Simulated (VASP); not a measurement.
GaP, 2 atoms in the cell. Symmetry: F-43m, No. 216, cubic system. Conventional cell: a = 5.355 Å, b = 5.355 Å, c = 5.355 Å, α = 90.00°, β = 90.00°, γ = 90.00°. Within 3.1 Å of Ga (site symmetry -43m) lie 4 P at 2.32 Å. P (site symmetry -43m) has 4 Ga at 2.32 Å within 3.1 Å.  This cell differs from its parent crystal: volume scaled by 0.98.

- Program: VASP 6.6.1
- Task: single point
- Functional: PBEsol
- Dispersion: D3(BJ)
- Potentials or basis: VASP PAW PBE potentials, release 64 (Ga_d, P)
- Cutoff: 520 eV
- k mesh: 8 × 8 × 8
- Occupations: gaussian, width 0.05 eV
- Spin: no spin polarisation
- Dipole correction: no
- Further INCAR settings: ALGO = Normal; EDIFF = 1e-07; NBANDS = 16

Potentials or basis: VASP PAW PBE potentials, release 64 (Ga_d, P).

Launch:

```sh
$ cat potpaw_PBE.64/Ga_d/POTCAR potpaw_PBE.64/P/POTCAR > POTCAR
$ mpirun -np 1 vasp_std > vasp.out
```

Hardware: 1 thread of Intel Xeon 8259CL, on a shared host.

Problem. How long does it take, and how much memory?

Solution. Run time: 27 s on 1 thread of Intel Xeon 8259CL (shared host), peak memory 0.18 GiB. Counts: scf iterations 14, k points 29.
